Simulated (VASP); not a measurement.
# KTaO3 (Pm-3m) in VASP: single point with PBEsol

Aim: the single point of KTaO3 with PBEsol.

Everything below comes from runs of VASP 6.6.1. Logs are shortened: lines on timing, memory, paths and dates and some standing lists are left out, and cuts for length are marked.

## 1. The cell of the first run

It takes space group Pm-3m (No. 221, cubic). The conventional cell has a = 3.985 Å, b = 3.985 Å, c = 3.985 Å, α = 90.00°, β = 90.00°, γ = 90.00°. Within 3.7 Å of K (site symmetry m-3m) lie 12 O at 2.82 Å and 8 Ta at 3.45 Å. Ta (site symmetry m-3m) has 6 O at 1.99 Å within 2.6 Å. Within 2.6 Å of O (site symmetry 4/mmm) lie 2 Ta at 1.99 Å.

## 2. Single point, PBEsol, non-collinear spin, zero start, spin-orbit coupling

INCAR reads:

```
ALGO = Normal
EDIFF = 1E-6
ENCUT = 600
GGA = PS
GGA_COMPAT = F
ISIF = 2
ISMEAR = 0
LASPH = T
LCHARG = F
LMAXMIX = 4
LORBIT = 11
LORBMOM = T
LREAL = F
LSORBIT = T
LWAVE = F
MAGMOM = 0 0 0 0 0 0 0 0 0 0 0 0 0 0 0
NBANDS = 53
NELM = 200
PREC = Accurate
SIGMA = 0.02
```

KPOINTS reads:

```
k-points
0
Gamma
  8 8 8
```

POSCAR reads:

```
KTaO3
1.0
    3.9852998669      0.0000000000      0.0000000000
    0.0000000000      3.9852998669      0.0000000000
    0.0000000000      0.0000000000      3.9852998669
K Ta O
1 1 3
Direct
    0.0000000000      0.0000000000      0.0000000000
    0.5000000000      0.5000000000      0.5000000000
    0.5000000000      0.5000000000      0.0000000000
    0.5000000000      0.0000000000      0.5000000000
    0.0000000000      0.5000000000      0.5000000000
```

Potentials or basis: VASP PAW PBE potentials, release 64 (K_sv, Ta_pv, O).

Started as:

```bash
$ cat potpaw_PBE.64/K_sv/POTCAR potpaw_PBE.64/Ta_pv/POTCAR potpaw_PBE.64/O/POTCAR > POTCAR
$ mpirun -np 1 vasp_ncl > vasp.out
```

OUTCAR:

```text
EDIFF = 1E-6
   ENCUT = 600
   GGA = PS
   ISIF = 2
   ISMEAR = 0
   LASPH = T
   LORBIT = 11
   LREAL = F
   LSORBIT = T
   NELM = 200
   PREC = Accurate

 ion  position               nearest neighbor table
   1  0.000  0.000  0.000-   3 2.82   4 2.82   5 2.82   4 2.82   5 2.82   3 2.82   5 2.82   5 2.82
                             3 2.82   4 2.82   4 2.82   3 2.82   2 3.45   2 3.45   2 3.45   2 3.45
   2  0.500  0.500  0.500-   3 1.99   4 1.99   5 1.99   3 1.99   4 1.99   5 1.99   1 3.45   1 3.45
                             1 3.45   1 3.45   1 3.45   1 3.45   1 3.45   1 3.45
   3  0.500  0.500  0.000-   2 1.99   2 1.99   1 2.82   1 2.82   1 2.82   1 2.82
   4  0.500  0.000  0.500-   2 1.99   2 1.99   1 2.82   1 2.82   1 2.82   1 2.82
   5  0.000  0.500  0.500-   2 1.99   2 1.99   1 2.82   1 2.82   1 2.82   1 2.82

  LATTYP: Found a simple cubic cell.
 ALAT       =     3.9852998669

  Lattice vectors:

 A1 = (   3.9852998669,   0.0000000000,   0.0000000000)
 A2 = (   0.0000000000,   3.9852998669,   0.0000000000)
 A3 = (   0.0000000000,   0.0000000000,   3.9852998669)

Analysis of symmetry for initial positions (statically):
=====================================================================
 Subroutine PRICEL returns:
 Original cell was already a primitive cell.

 Routine SETGRP: Setting up the symmetry group for a
 simple cubic supercell.

 Subroutine GETGRP returns: Found 48 space group operations
 (whereof 48 operations were pure point group operations)
 out of a pool of 48 trial point group operations.

The static configuration has the point symmetry O_h .

Analysis of symmetry for dynamics (positions and initial velocities):
=====================================================================
 Subroutine PRICEL returns:
 Original cell was already a primitive cell.

 Routine SETGRP: Setting up the symmetry group for a
 simple cubic supercell.

 Subroutine GETGRP returns: Found 48 space group operations
 (whereof 48 operations were pure point group operations)
 out of a pool of 48 trial point group operations.

The dynamic configuration has the point symmetry O_h .

Analysis of structural, dynamic, and magnetic symmetry:
=====================================================================
 Subroutine PRICEL returns:
 Original cell was already a primitive cell.

 Routine SETGRP: Setting up the symmetry group for a
 simple cubic supercell.

 Subroutine GETGRP returns: Found 48 space group operations
 (whereof 48 operations were pure point group operations)
 out of a pool of 48 trial point group operations.

The overall configuration has the point symmetry O_h .

 Subroutine INISYM returns: Found 48 space group operations
 (whereof 48 operations are pure point group operations),
 and found     1 'primitive' translations

----------------------------------------------------------------------------------------

                                     Primitive cell

  volume of cell :      63.2970

  direct lattice vectors                    reciprocal lattice vectors
     3.985299867  0.000000000  0.000000000     0.250922147  0.000000000  0.000000000
     0.000000000  3.985299867  0.000000000     0.000000000  0.250922147  0.000000000
     0.000000000  0.000000000  3.985299867     0.000000000  0.000000000  0.250922147

  length of vectors
     3.985299867  3.985299867  3.985299867     0.250922147  0.250922147  0.250922147

  position of ions in fractional coordinates (direct lattice)
     0.000000000  0.000000000  0.000000000
     0.500000000  0.500000000  0.500000000
     0.500000000  0.500000000  0.000000000
     0.500000000  0.000000000  0.500000000
     0.000000000  0.500000000  0.500000000

  ion indices of the primitive-cell ions
   primitive index   ion index
                 1           1
                 2           2
                 3           3
[... 125 lines left out ...]

 E-fermi :   1.9195     XC(G=0): -11.1517

 val. band max:        1.6796986006   @ k =   0.5000   0.5000   0.5000
 cond. band min:       3.6049699318   @ k =   0.0000   0.0000   0.0000
 fundamental gap:      1.9252713312
 Fermi energy:         1.9194852392

 k-point     1 :       0.0000    0.0000    0.0000
  band No.  band energies     occupation
      1     -37.6584      1.00000
      2     -37.6584      1.00000
      3     -29.9497      1.00000
      4     -29.9497      1.00000
      5     -29.9497      1.00000
      6     -29.9497      1.00000
[... 1261 lines left out ...]
     49      11.8564      0.00000
     50      11.8564      0.00000

 [... further k-points ...]

 [bands above 50 left out]

------------------------ aborting loop because EDIFF is reached ----------------------------------------

  FORCE on cell =-STRESS in cart. coord.  units (eV):
  Direction    XX          YY          ZZ          XY          YZ          ZX
  --------------------------------------------------------------------------------------
  -------------------------------------------------------------------------------------
  Total        0.3186467      0.3186467      0.3186467     -0.0000000      0.0000000     -0.0000000
  in kB        8.0656049      8.0656049      8.0656049     -0.0000000      0.0000000     -0.0000000
  external PRESSURE =       8.0656049 kB  Pullay stress =       0.0000000 kB

 VOLUME and BASIS-vectors are now :
 -----------------------------------------------------------------------------
  energy-cutoff  :      600.00
  volume of cell :       63.30
      direct lattice vectors                 reciprocal lattice vectors
     3.985299867  0.000000000  0.000000000     0.250922147  0.000000000  0.000000000
     0.000000000  3.985299867  0.000000000     0.000000000  0.250922147  0.000000000
     0.000000000  0.000000000  3.985299867     0.000000000  0.000000000  0.250922147

 POSITION                                       TOTAL-FORCE (eV/Angst)
 -----------------------------------------------------------------------------------
      0.00000      0.00000      0.00000         0.000000      0.000000      0.000000
      1.99265      1.99265      1.99265         0.000000      0.000000      0.000000
      1.99265      1.99265      0.00000         0.000000      0.000000      0.000000
      1.99265      0.00000      1.99265         0.000000      0.000000      0.000000
      0.00000      1.99265      1.99265         0.000000      0.000000      0.000000
 -----------------------------------------------------------------------------------
    total drift:                                0.000000     -0.000000     -0.000000

  FREE ENERGIE OF THE ION-ELECTRON SYSTEM (eV)
  ---------------------------------------------------
  free  energy   TOTEN  =       -43.5369712293 eV

  energy  without entropy=      -43.5369712293  energy(sigma->0) =      -43.53697123

 orbital moment (x)

 # of ion     p       d       tot
 ----------------------------------------
  1         0.000   0.000   0.000
  2         0.000  -0.000  -0.000
  3         0.000   0.000   0.000
  4         0.000   0.000   0.000
  5        -0.000   0.000  -0.000
 ----------------------------------------
           -0.000  -0.000  -0.000

 orbital moment (y)

 # of ion     p       d       tot
 ----------------------------------------
  1         0.000  -0.000  -0.000
  2         0.000   0.000   0.000
  3         0.000   0.000   0.000
  4         0.000   0.000   0.000
  5         0.000   0.000   0.000
 ----------------------------------------
            0.000   0.000   0.000

 orbital moment (z)

 # of ion     p       d       tot
 ----------------------------------------
  1         0.000   0.000   0.000
  2         0.000   0.000   0.000
  3         0.000   0.000   0.000
  4         0.000   0.000   0.000
  5         0.000   0.000   0.000
 ----------------------------------------
            0.000   0.000   0.000

 Spin-Orbit-Coupling matrix elements

 Ion:    1  E_soc:     -0.0080288
 l=   1
     0.0000000    -0.0013378    -0.0013378
    -0.0013378     0.0000000    -0.0013378
    -0.0013378    -0.0013378     0.0000000
 l=   2
     0.0000000    -0.0000000     0.0000000    -0.0000000    -0.0000003
    -0.0000000     0.0000000    -0.0000002    -0.0000000    -0.0000001
     0.0000000    -0.0000002     0.0000000    -0.0000002     0.0000000
    -0.0000000    -0.0000000    -0.0000002     0.0000000    -0.0000001
    -0.0000003    -0.0000001     0.0000000    -0.0000001     0.0000000
 l=   3
     0.0000000     0.0000000     0.0000000     0.0000000     0.0000000     0.0000000     0.0000000
     0.0000000     0.0000000     0.0000000     0.0000000     0.0000000     0.0000000     0.0000000
     0.0000000     0.0000000     0.0000000     0.0000000     0.0000000     0.0000000     0.0000000
     0.0000000     0.0000000     0.0000000     0.0000000     0.0000000     0.0000000     0.0000000
[... 69 lines left out ...]
 l=   2
     0.0000000     0.0000000     0.0000000     0.0000000     0.0000000
     0.0000000     0.0000000     0.0000000     0.0000000     0.0000000
     0.0000000     0.0000000     0.0000000     0.0000000     0.0000000
     0.0000000     0.0000000     0.0000000     0.0000000     0.0000000
     0.0000000     0.0000000     0.0000000     0.0000000     0.0000000
 l=   3
     0.0000000     0.0000000     0.0000000     0.0000000     0.0000000     0.0000000     0.0000000
     0.0000000     0.0000000     0.0000000     0.0000000     0.0000000     0.0000000     0.0000000
     0.0000000     0.0000000     0.0000000     0.0000000     0.0000000     0.0000000     0.0000000
     0.0000000     0.0000000     0.0000000     0.0000000     0.0000000     0.0000000     0.0000000
     0.0000000     0.0000000     0.0000000     0.0000000     0.0000000     0.0000000     0.0000000
     0.0000000     0.0000000     0.0000000     0.0000000     0.0000000     0.0000000     0.0000000
     0.0000000     0.0000000     0.0000000     0.0000000     0.0000000     0.0000000     0.0000000

 total charge

# of ion       s       p       d       tot
------------------------------------------
    1        1.960   5.588   0.049   7.598
    2        0.349   6.363   2.083   8.796
    3        1.555   3.503   0.000   5.057
    4        1.555   3.503   0.000   5.057
    5        1.555   3.503   0.000   5.057
--------------------------------------------------
tot          6.973  22.459   2.133  31.565

 magnetization (x)

# of ion       s       p       d       tot
------------------------------------------
    1       -0.000  -0.000  -0.000  -0.000
    2       -0.000   0.000   0.000  -0.000
    3        0.000  -0.000   0.000  -0.000
    4        0.000  -0.000   0.000  -0.000
    5       -0.000  -0.000   0.000  -0.000
--------------------------------------------------
tot         -0.000  -0.000  -0.000  -0.000

 magnetization (y)

# of ion       s       p       d       tot
------------------------------------------
    1        0.000  -0.000   0.000  -0.000
    2        0.000  -0.000   0.000  -0.000
    3       -0.000  -0.000   0.000  -0.000
    4        0.000   0.000   0.000   0.000
    5        0.000  -0.000   0.000  -0.000
--------------------------------------------------
tot          0.000  -0.000   0.000  -0.000

 magnetization (z)

# of ion       s       p       d       tot
------------------------------------------
    1        0.000  -0.000   0.000   0.000
    2       -0.000  -0.000  -0.000  -0.000
    3        0.000  -0.000   0.000  -0.000
    4        0.000  -0.000   0.000  -0.000
    5       -0.000   0.000   0.000   0.000
--------------------------------------------------
tot          0.000  -0.000  -0.000  -0.000
```

Wall time 8.5 min (1 thread of Intel Xeon 8259CL, shared host); peak memory 0.45 GiB.

What came out:

```yaml
Free_energy: -43.5370 eV
Pressure: 0.8 GPa
Net_moment: 0.00 μB per cell
Valence_electrons_inside_the_program's_atomic_spheres: K 7.60; Ta 8.80; O 5.06
```

Moments on the atoms (μB; x, y, z):
```
K   0.00 0.00 0.00
Ta  0.00 0.00 0.00
O   0.00 0.00 0.00
O   0.00 0.00 0.00
O   0.00 0.00 0.00
```

Caveat: the PAW data sets were made with another functional, which shifts forces and pressure a little.
